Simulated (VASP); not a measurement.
Set up this calculation in VASP 6.6.1, as the native input.

- Task: single point
- Functional: PBE
- Potentials or basis: VASP PAW PBE potentials, release 64 (Ga_d, C)
- Cutoff: 520 eV
- k mesh: 10 × 12 × 12
- Occupations: gaussian, width 0.1 eV
- Spin: no spin polarisation
- Dipole correction: no
- Further INCAR settings: ALGO = Normal; EDIFF = 1e-06; NBANDS = 20

The structure of GaC3 lies in POSCAR:

```
GaC3
1.0
    3.4520378148      0.0507135254      0.0147361291
    0.0507135254      3.3799170748      0.0326584483
    0.0147361291      0.0326584483      3.3250548643
Ga C
1 3
Direct
    0.0435710352     -0.0077012355     -0.0031033930
   -0.0539417912      0.5050980009      0.3975337969
    0.5147486493     -0.0258184220      0.5505883189
    0.4956221068      0.5284216565      0.0549782642
```

This cell differs from its parent crystal: atoms moved at random and the cell strained at random.

These files were run (other wordings do the same):

INCAR

```
SYSTEM = GaC3
PREC = Accurate ; ENCUT = 520
EDIFF = 1E-6 ; ISMEAR = 0
SIGMA = 0.1 ; LREAL = .FALSE.
LASPH = .TRUE. ; NELM = 60
ALGO = Normal ; ISIF = 2
LWAVE = .FALSE. ; LCHARG = .FALSE.
GGA = PE ; NBANDS = 20
```

KPOINTS

```
Automatic mesh
0
G
  10 12 12
  0 0 0
```

Potentials or basis: VASP PAW PBE potentials, release 64 (Ga_d, C).

Launch:

```sh
$ cat potpaw_PBE.64/Ga_d/POTCAR potpaw_PBE.64/C/POTCAR > POTCAR
$ mpirun -np 1 vasp_std > vasp.out
```

Results of the run:

| Property | Result |
| --- | --- |
| Pressure | -5.8 GPa |
| Largest force | 2.823 eV/Å |

Caveat: the cell differs from its parent crystal (atoms moved at random and the cell strained at random); forces of over 1 eV/Å act on the atoms, so gaps and moduli don't describe the material at rest.

Run time: 8 min on 1 thread of Intel Xeon 6975P-C (shared host), peak memory 0.57 GiB.
